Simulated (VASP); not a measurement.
# Ge4N in VASP: a series of runs, part 2 of 2

VASP 6.6.1. The steps go on from the part before.

### 3 Single point, PBE

Input file INCAR:

```
SYSTEM = Ge4N
PREC = Accurate
ENCUT = 1000
EDIFF = 1E-6
ISMEAR = 0
SIGMA = 0.1
LREAL = .False.
LASPH = .True.
NELM = 120
ALGO = Normal
ISIF = 2
LWAVE = .False.
LCHARG = .False.
LDIPOL = .True.
IDIPOL = 3
DIPOL = 0.5 0.5 0.350
GGA = PE
NBANDS = 38
GGA_COMPAT = .False.
NELMDL = -8
```

Input file KPOINTS:

```
regular mesh
0
Gamma
  7 7 1
  0 0 0
```

Input file POSCAR:

```
Ge4N
1.0
    4.0740542166      0.0000000000      0.0000000000
    0.0000000000      4.0740542166      0.0000000000
    0.0000000000      0.0000000000     19.8557568530
Ge N
4 1
Direct
    0.0000000000      0.5000000000      0.2014529101
    0.0000000000      0.0000000000      0.2739958855
    0.5000000000      0.0000000000      0.3493666166
    0.5000000000      0.5000000000      0.4208228835
    0.5000000000      0.5000000000      0.5067822815
```

Potentials or basis: VASP PAW PBE potentials, release 64 (Ge_d, N_h).

Run with:

```console
$ cat potpaw_PBE.64/Ge_d/POTCAR potpaw_PBE.64/N_h/POTCAR > POTCAR
$ mpirun -np 1 vasp_std > vasp.out
```

OUTCAR:

```text
SYSTEM = Ge4N
   PREC = Accurate
   ENCUT = 1000
   EDIFF = 1E-6
   ISMEAR = 0
   LREAL = .False.
   LASPH = .True.
   NELM = 120
   ISIF = 2
   GGA = PE
   NELMDL = -8

 ion  position               nearest neighbor table
   1  0.000  0.500  0.201-   2 2.49   2 2.49
   2  0.000  0.000  0.274-   1 2.49   1 2.49   3 2.53   3 2.53
   3  0.500  0.000  0.349-   4 2.48   4 2.48   2 2.53   2 2.53
   4  0.500  0.500  0.421-   5 1.71   3 2.48   3 2.48
   5  0.500  0.500  0.507-   4 1.71

  LATTYP: Found a simple tetragonal cell.
 ALAT       =     4.0740542166
 C/A-ratio  =     4.8737095280

  Lattice vectors:

 A1 = (   4.0740542166,   0.0000000000,   0.0000000000)
 A2 = (   0.0000000000,   4.0740542166,   0.0000000000)
 A3 = (   0.0000000000,   0.0000000000,  19.8557568530)

Analysis of symmetry for initial positions (statically):
=====================================================================
 Subroutine PRICEL returns:
 Original cell was already a primitive cell.

 Routine SETGRP: Setting up the symmetry group for a
 simple tetragonal supercell.

 Subroutine GETGRP returns: Found  4 space group operations
 (whereof  4 operations were pure point group operations)
 out of a pool of 16 trial point group operations.

The static configuration has the point symmetry C_2v.

Analysis of symmetry for dynamics (positions and initial velocities):
=====================================================================
 Subroutine PRICEL returns:
 Original cell was already a primitive cell.

 Routine SETGRP: Setting up the symmetry group for a
 simple tetragonal supercell.

 Subroutine GETGRP returns: Found  4 space group operations
 (whereof  4 operations were pure point group operations)
 out of a pool of 16 trial point group operations.

The dynamic configuration has the point symmetry C_2v.

 Subroutine INISYM returns: Found  4 space group operations
 (whereof  4 operations are pure point group operations),
 and found     1 'primitive' translations

----------------------------------------------------------------------------------------

                                     Primitive cell

  volume of cell :     329.5642

  direct lattice vectors                    reciprocal lattice vectors
     4.074054217  0.000000000  0.000000000     0.245455742  0.000000000  0.000000000
     0.000000000  4.074054217  0.000000000     0.000000000  0.245455742  0.000000000
     0.000000000  0.000000000 19.855756853     0.000000000  0.000000000  0.050363228

  length of vectors
     4.074054217  4.074054217 19.855756853     0.245455742  0.245455742  0.050363228

  position of ions in fractional coordinates (direct lattice)
     0.000000000  0.500000000  0.201452910
     0.000000000  0.000000000  0.273995885
     0.500000000  0.000000000  0.349366617
     0.500000000  0.500000000  0.420822884
     0.500000000  0.500000000  0.506782282

  ion indices of the primitive-cell ions
   primitive index   ion index
[... 32 lines left out ...]
 Following reciprocal coordinates:
            Coordinates               Weight
  0.000000  0.000000  0.000000      1.000000
  0.142857  0.000000  0.000000      2.000000
  0.000000  0.142857  0.000000      2.000000
  0.285714  0.000000  0.000000      2.000000
  0.000000  0.285714  0.000000      2.000000
  0.428571  0.000000  0.000000      2.000000
[... 8 lines left out ...]
 -0.285714  0.428571  0.000000      4.000000
  0.428571  0.428571  0.000000      4.000000
   k-points           NKPTS =     16   k-points in BZ     NKDIM =     16   number of bands    NBANDS=     38
   number of dos      NEDOS =    301   number of ions     NIONS =      5
   total plane-waves  NPLWV = 370440
   dimension x,y,z NGX =    42 NGY =   42 NGZ =  210
   dimension x,y,z NGXF=    84 NGYF=   84 NGZF=  420
   ions per type =               4   1
   NGX,Y,Z   is equivalent  to a cutoff of  17.14, 17.14, 17.58 a.u.
   NGXF,Y,Z  is equivalent  to a cutoff of  34.28, 34.28, 35.17 a.u.
 SYSTEM =  Ge4N
   PREC   = accura    normal or accurate (medium, high low for compatibility)
   ISTART =      0    job   : 0-new  1-cont  2-samecut
   ICHARG =      2    charge: 1-file 2-atom 10-const
   ISPIN  =      1    spin polarized calculation?
   LNONCOLLINEAR =      F non collinear calculations
   LSORBIT =      F    spin-orbit coupling
   LASPH  =      T    aspherical Exc in radial PAW
   ENCUT  = 1000.0 eV  73.50 Ry    8.57 a.u.  10.50 10.50 51.20*2*pi/ulx,y,z
   NELM   =    120;   NELMIN=  2; NELMDL= -8     # of ELM steps
   EDIFF  = 0.1E-05   stopping-criterion for ELM
   LREAL  =      F    real-space projection
   EDIFFG = 0.1E-04   stopping-criterion for IOM
   NSW    =      0    number of steps for IOM
   IBRION =     -1    ionic relax: 0-MD 1-quasi-New 2-CG
   NFREE  =      0    steps in history (QN), initial steepest desc. (CG)
   ISIF   =      2    stress and relaxation
   ISYM   =      2    0-nonsym 1-usesym 2-fastsym
   POTIM  = 0.5000    time-step for ionic-motion
   TEBEG  =    0.0;   TEEND  =   0.0 temperature during run
   PSTRESS=    0.0 pullay stress
   NELECT =      61.0000    total number of electrons
   NUPDOWN=      -1.0000    fix difference up-down
   EMIN   =  10.00;   EMAX   =-10.00  energy-range for DOS
   EFERMI =   0.00;   METHOD = LEGACY
   ISMEAR =     0;   SIGMA  =   0.10  broadening in eV -4-tet -1-fermi 0-gaus
   EFERMI_NEDOS =   21; number of points for ismear=-14 and -15
   IALGO  =     38    algorithm
   IMIX   =      4    mixing-type and parameters
     AMIX     =   0.40;   BMIX     =  1.00
     AMIX_MAG =   1.60;   BMIX_MAG =  1.00
  volume/ion in A,a.u.               =      65.91       444.80
  Fermi-wavevector in a.u.,A,eV,Ry     =   0.932978  1.763073 11.843164  0.870448
  Thomas-Fermi vector in A             =   2.059632
   LORBIT       =      0    0 simple, 1 ext, 2 COOP (PROOUT), +10 PAW based schemes
   GGA     = PE    functional components
   LHFCALC =     F    Hartree Fock is set to
   AEXX    =    0.0000 exact exchange contribution
   IVDW    =     0    specifies the selected vdW correction
   LEPSILON=     F    determine dielectric tensor
   LRPA    =     F    only Hartree local field effects (RPA)
 non-spin polarized calculation
 Gauss-broadening in eV      SIGMA  =   0.10
  energy-cutoff  :     1000.00
  volume of cell :      329.56
 maximum number of plane-waves:     23729
 NGX is ok and might be reduce to    42
   NGX = 21   NGY = 21   NGZ =103

 dipolmoment           0.000000      0.000000     -0.000003 electrons x Angstroem

 number of electron      61.0000006 magnetization

 dipolmoment           0.000000      0.000000      0.297602 electrons x Angstroem

 Free energy of the ion-electron system (eV)
  ---------------------------------------------------
  ext. energy  EPLUGINS =         0.00000000
  ---------------------------------------------------
  free energy    TOTEN  =       -20.95559638 eV

  energy without entropy =      -20.93487912  energy(sigma->0) =      -20.94523775

 E-fermi :  -3.3299     XC(G=0):  -4.0081

 val. band max:       -3.3599928167   @ k =   0.0000   0.4286   0.0000
 cond. band min:      -3.3095421775   @ k =  -0.1429   0.4286   0.0000
 fundamental gap:      0.0504506392
 Fermi energy:        -3.3298935098

 k-point     1 :       0.0000    0.0000    0.0000
  band No.  band energies     occupation
      1     -27.7439      2.00000
      2     -27.7255      2.00000
      3     -27.7063      2.00000
      4     -27.6720      2.00000
      5     -27.6641      2.00000
      6     -27.5513      2.00000
[... 645 lines left out ...]
     37       2.0372      0.00000
     38       3.2810      0.00000

------------------------ aborting loop because EDIFF is reached ----------------------------------------

 vacuum level on the upper side and lower side of the slab       (xc-potential included)         1.584        -1.599

  FORCE on cell =-STRESS in cart. coord.  units (eV):
  Direction    XX          YY          ZZ          XY          YZ          ZX
  --------------------------------------------------------------------------------------
  -------------------------------------------------------------------------------------
  Total       -1.0012575      0.6290591      0.3561458      0.0000000      0.0000000      0.0000000
  in kB       -4.8676161      3.0581723      1.7314038      0.0000000      0.0000000      0.0000000
  external PRESSURE =      -0.0260133 kB  Pullay stress =       0.0000000 kB

 VOLUME and BASIS-vectors are now :
 -----------------------------------------------------------------------------
  energy-cutoff  :     1000.00
  volume of cell :      329.56
      direct lattice vectors                 reciprocal lattice vectors
     4.074054217  0.000000000  0.000000000     0.245455742  0.000000000  0.000000000
     0.000000000  4.074054217  0.000000000     0.000000000  0.245455742  0.000000000
     0.000000000  0.000000000 19.855756853     0.000000000  0.000000000  0.050363228

 POSITION                                       TOTAL-FORCE (eV/Angst)
 -----------------------------------------------------------------------------------
      0.00000      2.03703      4.00000         0.000000      0.000000     -0.197412
      0.00000      0.00000      5.44040         0.000000      0.000000      0.387360
      2.03703      0.00000      6.93694         0.000000      0.000000     -0.619249
      2.03703      2.03703      8.35576         0.000000      0.000000      0.594056
      2.03703      2.03703     10.06255         0.000000      0.000000     -0.164755
 -----------------------------------------------------------------------------------
    total drift:                                0.000000     -0.000000     -0.001152

  FREE ENERGIE OF THE ION-ELECTRON SYSTEM (eV)
  ---------------------------------------------------
  free  energy   TOTEN  =       -20.9555963801 eV

  energy  without entropy=      -20.9348791228  energy(sigma->0) =      -20.94523775

 vacuum level on the upper side and lower side of the slab         4.913         1.667
```

Run time: 20 min. Hardware: 1 thread of Intel Xeon Platinum 8175M at 2.50GHz (Skylake/Cascade Lake), shared host; peak memory 0.98 GiB.

What came out:

| Property | Result |
| --- | --- |
| Free energy | -20.9556 eV |
| Largest force | 0.619 eV/Å |
| Band gap on the k mesh | zero (an odd number of electrons rules out a gap without spin polarisation) |

Forces in eV/Å, atoms in the order of the input:
```
Ge   0.000  0.000 -0.197
Ge   0.000  0.000  0.387
Ge   0.000  0.000 -0.619
Ge   0.000  0.000  0.594
N    0.000  0.000 -0.165
```

Levels at points of the mesh, in eV from the Fermi level:
```tsv
k point	band 27	band 28	band 29	band 30	band 31	band 32	band 33	band 34
(0.00, 0.00, 0.00)	-1.49	-0.74	-0.28	-0.24	0.77	1.69	1.84	2.00
```

Caveat: an odd number of electrons without spin polarisation forces a metal; a magnetic or distorted state may lie lower.

The gap in the log of VASP goes by the Fermi energy; the results here count the filled bands.